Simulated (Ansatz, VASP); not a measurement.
Cd2In in VASP and in Ansatz

```xyz
3
Lattice="-2.4461 2.4461 3.4548 2.4461 -2.4461 3.4548 2.4461 2.4461 -3.4548" Properties=species:S:1:pos:R:3 pbc="T T T"
Cd    0.0000    2.4461    1.7274
Cd    2.4461    0.0000    1.7274
In    0.0000    0.0000    0.0000
```

Alike in both runs: functional PBE; k mesh 14 × 14 × 14; occupations gaussian, width 0.1 eV; no spin polarisation.

Ansatz relaxed the structure, and its values are those at the end. VASP's run is a single point on that final structure, the one shown.

|  | VASP | Ansatz |
| --- | --- | --- |
| version | VASP 6.6.1 | Ansatz 0.2.0 |
| potentials or method | VASP PAW PBE potentials, release 64 (Cd, In_d), cutoff 520 eV | scalar-relativistic, plane waves, PAW |
| valence electrons in the cell | 37 | 53 |

Ansatz gave:

* gap on the k mesh at the Fermi level (eV): none
* pressure (GPa): 0.0

Q: What did VASP give for the same quantities?

A: gap on the k mesh at the Fermi level (eV): none; pressure (GPa): 0.1.

A gap of «none» marks a metal or a gap that the smearing closes. VASP's potentials hold 37 valence electrons a cell and Ansatz's 53, so a difference there can come from the potentials and not from the codes.
